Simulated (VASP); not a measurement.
# NaCl (P4/mmm) in VASP: a series of runs, part 2 of 2

VASP 6.6.1.

### 5 Single point, PBEsol (equal xx and yy strain of +1 %)

File INCAR:

```
  PREC = Accurate
  ENCUT = 520
  EDIFF = 1E-6
  ISMEAR = -1
  SIGMA = 0.02
  LREAL = F
  LASPH = T
  NELM = 60
  ALGO = Normal
  ISIF = 2
  LWAVE = F
  LCHARG = F
  GGA = PS
  NBANDS = 14
```

File KPOINTS:

```
regular mesh
0
Gamma
  8 8 8
```

File POSCAR:

```
NaCl
1.0
    2.8886000000      0.0000000000      0.0000000000
    0.0000000000      2.8886000000      0.0000000000
    0.0000000000      0.0000000000      2.8600000000
Na Cl
1 1
Direct
    0.0000000000      0.0000000000      0.0000000000
    0.5000000000      0.5000000000      0.5000000000
```

Potentials or basis: VASP PAW PBE potentials, release 64 (Na_pv, Cl).

The run is started by

```
$ cat potpaw_PBE.64/Na_pv/POTCAR potpaw_PBE.64/Cl/POTCAR > POTCAR
$ mpirun -np 1 vasp_std > vasp.out
```

OUTCAR:

```text
PREC = Accurate
   ENCUT = 520
   EDIFF = 1E-6
   ISMEAR = -1
   LREAL = F
   LASPH = T
   NELM = 60
   ISIF = 2
   GGA = PS

 ion  position               nearest neighbor table
   1  0.000  0.000  0.000-   2 2.49   2 2.49   2 2.49   2 2.49   2 2.49   2 2.49   2 2.49   2 2.49

   2  0.500  0.500  0.500-   1 2.49   1 2.49   1 2.49   1 2.49   1 2.49   1 2.49   1 2.49   1 2.49

  LATTYP: Found a simple tetragonal cell.
 ALAT       =     2.8886000000
 C/A-ratio  =     0.9900990099

  Lattice vectors:

 A1 = (   2.8886000000,   0.0000000000,   0.0000000000)
 A2 = (   0.0000000000,   2.8886000000,   0.0000000000)
 A3 = (   0.0000000000,   0.0000000000,   2.8600000000)

Analysis of symmetry for initial positions (statically):
=====================================================================
 Subroutine PRICEL returns:
 Original cell was already a primitive cell.

 Routine SETGRP: Setting up the symmetry group for a
 simple tetragonal supercell.

 Subroutine GETGRP returns: Found 16 space group operations
[... 176 lines left out ...]
      3     -16.0323      2.00000
      4     -10.3601      2.00000
      5       5.1692      2.00000
      6       5.1692      2.00000
      7       5.3448      2.00000
      8      13.0165      0.00000
      9      13.1077      0.00000
     10      13.5278      0.00000
     11      24.1065      0.00000
     12      24.3306      0.00000
     13      24.3306      0.00000
     14      28.4365      0.00000
[... 377 lines left out ...]
      1     -16.4065      2.00000
      2     -16.0468      2.00000
      3     -16.0332      2.00000
      4      -8.5754      2.00000
      5       0.0209      2.00000
      6       4.8205      2.00000
      7       5.0018      2.00000
      8      16.2041      0.00000
      9      16.4711      0.00000
     10      16.8713      0.00000
     11      17.3443      0.00000
     12      22.2683      0.00000
     13      22.9845      0.00000
     14      23.9244      0.00000

 [... further k-points ...]

------------------------ aborting loop because EDIFF is reached ----------------------------------------

  FORCE on cell =-STRESS in cart. coord.  units (eV):
  Direction    XX          YY          ZZ          XY          YZ          ZX
  --------------------------------------------------------------------------------------
  -------------------------------------------------------------------------------------
  Total        8.1223699      8.1223699      8.4892610      0.0000000     -0.0000000      0.0000000
  in kB      545.3213502    545.3213502    569.9537589      0.0000000     -0.0000000      0.0000000
  external PRESSURE =     553.5321531 kB  Pullay stress =       0.0000000 kB

 VOLUME and BASIS-vectors are now :
 -----------------------------------------------------------------------------
  energy-cutoff  :      520.00
  volume of cell :       23.86
      direct lattice vectors                 reciprocal lattice vectors
     2.888600000  0.000000000  0.000000000     0.346188465  0.000000000  0.000000000
     0.000000000  2.888600000  0.000000000     0.000000000  0.346188465  0.000000000
     0.000000000  0.000000000  2.860000000     0.000000000  0.000000000  0.349650350

 POSITION                                       TOTAL-FORCE (eV/Angst)
 -----------------------------------------------------------------------------------
      0.00000      0.00000      0.00000         0.000000      0.000000      0.000000
      1.44430      1.44430      1.43000         0.000000      0.000000      0.000000
 -----------------------------------------------------------------------------------
    total drift:                                0.000000     -0.000000     -0.000000

  FREE ENERGIE OF THE ION-ELECTRON SYSTEM (eV)
  ---------------------------------------------------
  free  energy   TOTEN  =        -4.9482486617 eV

  energy  without entropy=       -4.9482486617  energy(sigma->0) =       -4.94824866
```

OSZICAR:

```text
N       E                     dE             d eps       ncg     rms          rms(c)
DAV:   1     0.105858696276E+03    0.10586E+03   -0.72976E+03  2130   0.121E+03
DAV:   2     0.559577498820E+00   -0.10530E+03   -0.96081E+02  2416   0.325E+02
DAV:   3    -0.515805285799E+01   -0.57176E+01   -0.56848E+01  2688   0.669E+01
DAV:   4    -0.522067165196E+01   -0.62619E-01   -0.62603E-01  2376   0.710E+00
DAV:   5    -0.522156177920E+01   -0.89013E-03   -0.89011E-03  2774   0.893E-01    0.571E+00
DAV:   6    -0.499579561904E+01    0.22577E+00   -0.19529E-01  3002   0.639E+00    0.371E+00
DAV:   7    -0.495032871329E+01    0.45467E-01   -0.10636E-01  3144   0.380E+00    0.161E+00
DAV:   8    -0.494836582809E+01    0.19629E-02   -0.86021E-03  2406   0.109E+00    0.254E-01
DAV:   9    -0.494824487356E+01    0.12095E-03   -0.26507E-04  2874   0.288E-01    0.538E-02
DAV:  10    -0.494824839767E+01   -0.35241E-05   -0.25089E-05  2700   0.999E-02    0.807E-03
DAV:  11    -0.494824866169E+01   -0.26403E-06   -0.41668E-06  2622   0.258E-02
   1 F= -.49482487E+01 E0= -.49482487E+01  d E =-.200109E-11
```

stdout:

```text
POSCAR found type information on POSCAR NaCl
 POSCAR found :  2 types and       2 ions
 scaLAPACK will be used
 -----------------------------------------------------------------------------
|                                                                             |
|                                                                             |
|     You enforced a specific xc type in the INCAR file but a different       |
|     I HOPE YOU KNOW WHAT YOU ARE DOING!                                     |
|                                                                             |
 -----------------------------------------------------------------------------

 LDA part: xc-table for (Slater+PW92), standard interpolation
 POSCAR, INCAR and KPOINTS ok, starting setup
 FFT: planning ... GRIDC
 FFT: planning ... GRID_SOFT
 FFT: planning ... GRID
 WAVECAR not read
 entering main loop
```

It took 11 s on 1 thread of Intel Xeon Platinum 8559C (Emerald Rapids), shared host; peak memory 0.15 GiB.

What came out:

| Property | Result |
| --- | --- |
| Free energy | -4.9482 eV |
| Pressure | 55.4 GPa |
| Band gap on the k mesh | 4.19 eV, direct |

Caveat: the cell differs from its parent crystal (equal xx and yy strain of +1 %); the PAW data sets were made with another functional, which shifts forces and pressure a little. A k mesh can miss the band edges.

### 6 Single point, PBEsol (zz strain of +3 %)

File INCAR:

```
SYSTEM = NaCl
PREC = Accurate
ENCUT = 520
EDIFF = 1E-6
ISMEAR = -1
SIGMA = 0.02
LREAL = .False.
LASPH = .True.
NELM = 60
ALGO = Normal
ISIF = 2
LWAVE = .False.
LCHARG = .False.
GGA = PS
NBANDS = 14
```

File KPOINTS:

```
regular mesh
0
Gamma
  8 8 8
  0 0 0
```

File POSCAR:

```
NaCl
1.0
    2.8600000000      0.0000000000      0.0000000000
    0.0000000000      2.8600000000      0.0000000000
    0.0000000000      0.0000000000      2.9458000000
Na Cl
1 1
Direct
    0.0000000000      0.0000000000      0.0000000000
    0.5000000000      0.5000000000      0.5000000000
```

Potentials or basis: VASP PAW PBE potentials, release 64 (Na_pv, Cl).

The run is started by

```
$ cat potpaw_PBE.64/Na_pv/POTCAR potpaw_PBE.64/Cl/POTCAR > POTCAR
$ mpirun -np 1 vasp_std > vasp.out
```

Run time: 9.3 s. Hardware: 1 thread of Intel Xeon Platinum 8559C (Emerald Rapids), shared host; peak memory 0.15 GiB.

It converged, with:

| Item | Value |
| --- | --- |
| Free energy | -5.0176 eV |
| Pressure | 53.2 GPa |
| Band gap on the k mesh | 4.18 eV, direct |

Stress tensor (GPa, compression positive):
```
55.53  0.00  0.00
 0.00 55.53  0.00
 0.00  0.00 48.63
```

Levels at points of the mesh, in eV from the valence-band top:
```csv
k point,band 3,band 4,band 5,band 6,band 7,band 8,band 9,band 10,band 11,band 12
"(0.00, 0.00, 0.00)",-22.60,-16.87,-1.69,-1.18,-1.18,6.19,6.72,6.99,17.43,17.43
"(0.50, 0.00, 0.00)",-22.56,-15.23,-6.88,-1.17,-0.66,8.62,9.32,12.03,12.77,13.05
"(0.50, 0.50, 0.00)",-22.55,-14.43,-5.32,-5.32,-0.35,4.22,10.22,12.19,12.19,14.82
"(0.00, 0.00, 0.50)",-22.57,-15.41,-6.84,-0.79,-0.79,8.89,9.15,12.78,12.78,13.15
"(0.50, 0.00, 0.50)",-22.54,-14.62,-5.48,-5.23,0.00,4.18,10.59,12.80,12.91,15.02
"(0.50, 0.50, 0.50)",-22.75,-13.41,-4.83,-4.83,-4.61,5.98,6.15,6.15,16.49,21.78
```

Caveat: the cell differs from its parent crystal (zz strain of +3 %); the PAW data sets were made with another functional, which shifts forces and pressure a little. A k mesh can miss the band edges.

### 7 Summary

| cell | gap on the mesh (eV) | pressure (GPa) |
| --- | --- | --- |
| a = 2.860, b = 2.860, c = 2.831 Å, 2 atoms | 4.07 | 62.6 |
| a = 2.831, b = 2.831, c = 2.860 Å, 2 atoms | 4.07 | 65.2 |
| a = 2.860, b = 2.860, c = 2.889 Å, 2 atoms | 4.20 | 57.7 |
| a = 2.889, b = 2.889, c = 2.860 Å, 2 atoms | 4.19 | 55.4 |
| a = 2.860, b = 2.860, c = 2.946 Å, 2 atoms | 4.18 | 53.2 |

Alike in all rows: task single point; level PBEsol; potentials or basis VASP PAW PBE potentials, release 64 (Na_pv, Cl); no spin polarisation; k mesh 8 × 8 × 8; cutoff (eV) 520; smearing fermi-dirac 0.02 eV.

Caveats: the PAW data sets were made with another functional, which shifts forces and pressure a little.

Absolute energies hang on the potentials; compare differences alone.
